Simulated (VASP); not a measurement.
CuO: relaxation of cell and atoms with PBEsol+D4

The system is CuO.

```
CELL_PARAMETERS angstrom
2.34185 -1.71130 0.00000
2.34185 1.71130 0.00000
-0.85003 0.00000 5.05787
ATOMIC_POSITIONS crystal
Cu 0.50000 0.00000 0.50000
Cu 0.00000 0.50000 0.00000
O 0.41840 0.58160 0.75000
O 0.58160 0.41840 0.25000
```

```json
{
 "Program": "VASP 6.6.1",
 "Task": "relaxation of cell and atoms",
 "Functional": "PBEsol",
 "Dispersion": "D4",
 "Potentials or basis": "VASP PAW PBE potentials, release 64 (Cu, O)",
 "Cutoff": "600 eV",
 "k mesh": "10 × 10 × 5",
 "Occupations": "fermi-dirac, width 0.05 eV",
 "Spin": "no spin polarisation",
 "Dipole correction": "no",
 "Further INCAR settings": "ALGO = Normal; EDIFF = 1e-06; IBRION = 2; EDIFFG = -0.01; NSW = 60; ISIF = 3"
}
```

The relaxed volume is 10.52 Å³/atom and the relaxed cell is a = 2.875 Å, b = 2.875 Å, c = 5.097 Å, α = 90.62°, β = 90.62°, γ = 87.14°. The space group after relaxing (to 0.1 Å) is Cccm (No. 66) and the energy gained by relaxing is 23.5 meV/atom. The ionic steps are 48 and the pressure after relaxing is 0.0 GPa. The largest force after relaxing is 0.008 eV/Å and the band gap on the k mesh is zero (bands 17 and 18 overlap by 0.96 eV). The dispersion energy per atom is -0.175 eV.

Forces on the atoms (eV/Å):
```
Cu   0.000  0.000  0.000
Cu   0.000  0.000  0.000
O    0.000 -0.008  0.000
O    0.000  0.008  0.000
```

Stress tensor (GPa, compression positive):
```
-0.02  0.00 -0.03
 0.00 -0.07  0.00
-0.03  0.00  0.06
```

The path:
| step | energy change (eV) | largest force (eV/Å) | pressure (GPa) | volume (Å³) |
| --- | --- | --- | --- | --- |
| 1 | 0.0000 | 0.3196 | -4.75 | 40.54 |
| 3 | -0.0215 | 0.1708 | 0.73 | 39.46 |
| 5 | -0.0292 | 0.0152 | 0.41 | 39.72 |
| 7 | -0.0440 | 0.0899 | -1.70 | 40.66 |
| 9 | -0.0497 | 0.1393 | -3.35 | 41.53 |
| 11 | -0.0548 | 0.1351 | -3.05 | 41.60 |
| 13 | -0.0714 | 0.1098 | -1.50 | 41.83 |
| 15 | -0.0769 | 0.0798 | -0.25 | 41.95 |
| 17 | -0.0840 | 0.0312 | -0.09 | 41.88 |
| 19 | -0.0869 | 0.0279 | 0.29 | 41.79 |
| 21 | -0.0879 | 0.0349 | -0.64 | 41.95 |
| 23 | -0.0886 | 0.0664 | 0.18 | 41.81 |
| 25 | -0.0899 | 0.0441 | 0.26 | 41.86 |
| 27 | -0.0903 | 0.0342 | 0.60 | 42.06 |
| 29 | -0.0915 | 0.0033 | 0.17 | 42.05 |
| 31 | -0.0916 | 0.0034 | -0.92 | 42.33 |
| 33 | -0.0921 | 0.0005 | -0.39 | 42.19 |
| 35 | -0.0932 | 0.0286 | -0.08 | 42.06 |
| 37 | -0.0933 | 0.0166 | -0.02 | 42.04 |
| 39 | -0.0934 | 0.0097 | 0.33 | 41.99 |
| 41 | -0.0935 | 0.0047 | 0.23 | 42.02 |
| 43 | -0.0937 | 0.0165 | 0.00 | 42.09 |
| 45 | -0.0937 | 0.0104 | -0.33 | 42.14 |
| 47 | -0.0939 | 0.0132 | -0.13 | 42.10 |
| 48 | -0.0939 | 0.0084 | -0.01 | 42.07 |

Final structure:
```
CELL_PARAMETERS angstrom
2.07805 -1.98159 0.14313
2.07805 1.98159 0.14313
-0.42597 0.00000 5.07908
ATOMIC_POSITIONS crystal
Cu 0.50000 0.00000 0.50000
Cu 0.00000 0.50000 0.00000
O 0.49512 0.50488 0.75000
O 0.50488 0.49512 0.25000
```

Levels at points of the mesh, in eV from the Fermi level:
| k point | band 14 | band 15 | band 16 | band 17 | band 18 | band 19 | band 20 | band 21 |
| --- | --- | --- | --- | --- | --- | --- | --- | --- |
| (0.00, 0.00, 0.00) | -2.50 | -2.41 | -2.02 | 0.66 | 0.78 | 1.52 | 6.07 | 7.48 |
| (0.50, 0.00, 0.00) | -1.99 | -1.64 | -1.57 | 0.25 | 0.49 | 3.48 | 6.06 | 6.62 |
| (0.50, 0.50, 0.00) | -2.44 | -1.64 | -1.24 | -1.20 | 1.22 | 1.91 | 7.17 | 9.56 |

Wall time 26 min on 1 thread of Intel(R) Xeon(R) Platinum 8559C (Emerald Rapids) (shared host), peak memory 0.29 GiB.

Caveat: the PAW data sets were made with another functional, which shifts forces and pressure a little; semilocal functionals often make such compounds metallic where correlation or magnetic order opens a gap, which also shifts bond lengths. Zero-point motion and thermal expansion aren't in these numbers.
